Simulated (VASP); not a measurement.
## Ti4H3: single point with r2SCAN

The system is Ti4H3.

```xyz
7
Lattice="4.1767 0.0000 0.0000 0.0000 4.1767 0.0000 0.0000 0.0000 4.1767" Properties=species:S:1:pos:R:3 pbc="T T T"
Ti    0.0000    2.0883    2.0883
Ti    2.0883    0.0000    2.0883
Ti    2.0883    2.0883    0.0000
Ti    0.0000    0.0000    0.0000
H     2.0883    0.0000    0.0000
H     0.0000    2.0883    0.0000
H     0.0000    0.0000    2.0883
```

- Program: VASP 6.6.1
- Task: single point
- Functional: r2SCAN
- Potentials or basis: VASP PAW PBE potentials, release 64 (Ti_sv, H)
- Cutoff: 520 eV
- k mesh: 10 × 10 × 10
- Occupations: gaussian, width 0.1 eV
- Spin: no spin polarisation

| Item | Value |
| --- | --- |
| Pressure | -0.8 GPa |
| Band gap on the k mesh | zero (an odd number of electrons rules out a gap without spin polarisation) |

Levels at points of the mesh, in eV from the Fermi level:
```csv
k point,band 23,band 24,band 25,band 26,band 27,band 28,band 29,band 30
"(0.00, 0.00, 0.00)",-1.97,0.74,0.74,0.74,1.70,1.70,1.70,2.53
"(0.50, 0.00, 0.00)",-0.88,-0.79,-0.79,-0.67,0.70,0.78,1.74,1.81
"(0.50, 0.50, 0.00)",-0.97,-0.85,-0.77,-0.77,-0.50,-0.15,1.33,1.35
"(0.50, 0.50, 0.50)",-3.14,0.28,0.38,0.38,0.45,0.45,0.45,0.73
```

Wall time 4.8 min on 1 thread of Intel(R) Xeon(R) Platinum 8259CL CPU @ 2.50GHz (Skylake/Cascade Lake), with other jobs on the host, peak memory 0.25 GiB.

Caveat: the PAW data sets were made with another functional, which shifts forces and pressure a little.
